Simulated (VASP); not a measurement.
Input of a VASP 6.6.1 run:

File POSCAR:

```
Bi
1.0
    4.6070853042      0.0000000000      0.0000000000
   -2.3035426521      3.9898529108      0.0000000000
    0.0000000000      0.0000000000     11.4741300000
Bi
2
Direct
    0.3333333333      0.6666666667      0.2500000000
    0.6666666667      0.3333333333      0.7500000000
```

The input INCAR.step1:

```
PREC = Accurate ; ENCUT = 520
ISMEAR = 0 ; SIGMA = 0.15
LREAL = F ; LASPH = T
NELM = 100 ; NBANDS = 22
GGA = PE ; ALGO = Normal
EDIFF = 1E-4 ; LWAVE = T
LCHARG = F
```

File INCAR.step2:

```
PREC = Accurate ; ENCUT = 520
EDIFF = 1E-6 ; ISMEAR = 0
SIGMA = 0.15 ; LREAL = F
LASPH = T ; NELM = 100
ALGO = Normal ; ISIF = 2
LWAVE = F ; LCHARG = F
METAGGA = R2SCAN ; LMIXTAU = T
NBANDS = 22 ; ISTART = 1
```

KPOINTS

```
regular mesh
0
Gamma
  12 12 4
```

Potentials or basis: VASP PAW PBE potentials, release 64 (Bi_d).

Run with:

```bash
$ cat potpaw_PBE.64/Bi_d/POTCAR > POTCAR
$ cp INCAR.step1 INCAR
$ mpirun -np 1 vasp_std > vasp.out
$ cp INCAR.step2 INCAR
$ mpirun -np 1 vasp_std > vasp.out
```

(1) What does it give for the band gap on the k mesh?

(2) What does it give for the pressure?

Results:

(1) zero (bands 15 and 16 overlap by 2.09 eV).

(2) -3.4 GPa.

Caveat: the cell differs from its parent crystal (strain +0.015 along x and y, -0.030 along z); the cell stands under tension; the PAW data sets were made with another functional, which shifts forces and pressure a little; spin-orbit coupling is left out, which moves the levels of the heavy elements.
